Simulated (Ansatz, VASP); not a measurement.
## In3Se in VASP and in Ansatz

Contents of INCAR:

```
ALGO = Normal ; EDIFF = 1E-7
ENCUT = 520 ; GGA = PS
ISIF = 2 ; ISMEAR = -1
LASPH = T ; LCHARG = F
LREAL = F ; LWAVE = F
NBANDS = 30 ; NELM = 80
PREC = Accurate ; SIGMA = 0.05
```

The input KPOINTS:

```
k-points
0
Gamma
  3 3 3
```

File POSCAR:

```
In3Se
1.0
    4.8037580000      0.0000000000      0.0000000000
    0.0000000000      4.8037580000      0.0000000000
    0.0000000000      0.0000000000      4.8037580000
In Se
3 1
Direct
    0.5000000000      0.5000000000      0.0000000000
    0.5000000000      0.0000000000      0.5000000000
    0.0000000000      0.5000000000      0.5000000000
    0.0000000000      0.0000000000      0.0000000000
```

input.yaml

```yaml
crystal:
  lattice:
    - [4.803758, 0.0, 0.0]
    - [0.0, 4.803758, 0.0]
    - [0.0, 0.0, 4.803758]
  atoms:
    - { symbol: In, position: [0.5, 0.5, 0.0] }
    - { symbol: In, position: [0.5, 0.0, 0.5] }
    - { symbol: In, position: [0.0, 0.5, 0.5] }
    - { symbol: Se, position: [0.0, 0.0, 0.0] }
hamiltonian:
  xc: pbesol
  pseudopotentials: { kind: paw }
kpoints:
  mp_grid: { grid: [3, 3, 3] }
scf:
  occupations: { method: fermi_dirac, width: 0.05 }
  n_extra_bands: 10
output:
  forces: true
  stress: true
  eigenvalues: true
  dos: { projected: true, de: 0.05, nscf_kmesh: { grid: [5, 5, 5] } }
  write_density: true
  write_potential: true
  elf: true
  volumetric_format: npy
```

Alike in both runs: functional PBEsol; k mesh 3 × 3 × 3; occupations fermi-dirac, width 0.05 eV; no spin polarisation.

```csv
,VASP,Ansatz
version,VASP 6.6.1,Ansatz 0.2.0
potentials or method,"VASP PAW PBE potentials, release 64 (In_d, Se)",Ansatz PAW
plane-wave cutoff (eV),520,420
valence electrons in the cell,45,55
task,single point,projected density of states
```

```tsv
	VASP	Ansatz	Ansatz less VASP
gap on the k mesh at the Fermi level (eV)	none	none	-
pressure (GPa)	-2.6	-2.6	+0.03
```

VASP's potentials were made for PBE, not for PBEsol. A gap of «none» marks a metal or a gap that the smearing closes. VASP's potentials hold 45 valence electrons a cell and Ansatz's 55, so a difference there can come from the potentials and not from the codes.

The k mesh is coarse, so the values compare programs but aren't converged.
